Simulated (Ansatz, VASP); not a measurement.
# Al2Cu in VASP and in Ansatz

```
CELL_PARAMETERS angstrom
4.10036 0.00000 0.00000
0.00000 4.10036 0.00000
0.00000 0.00000 2.82751
ATOMIC_POSITIONS crystal
Al 0.50000 0.00000 0.50000
Al 0.00000 0.50000 0.50000
Cu 0.00000 0.00000 0.00000
```

Alike in both runs: task relaxation of cell and atoms; functional PBEsol; k mesh 9 × 9 × 12; occupations fermi-dirac, width 0.05 eV; no spin polarisation.

|  | VASP | Ansatz |
| --- | --- | --- |
| version | VASP 6.6.1 | Ansatz 0.2.0 |
| potentials or method | VASP PAW PBE potentials, release 64 (Al, Cu), cutoff 600 eV | all-electron LAPW, scalar-relativistic |

|  | VASP | Ansatz | Ansatz less VASP |
| --- | --- | --- | --- |
| relaxed volume (Å³/atom) | 15.89 | 15.84 | -0.042 |
| relaxed cell length with the largest relative difference (Å) | 2.829 | 2.827 | -0.0028 |

VASP's potentials were made for PBE, not for PBEsol. Ansatz ran all-electron here, and VASP with PAW potentials.
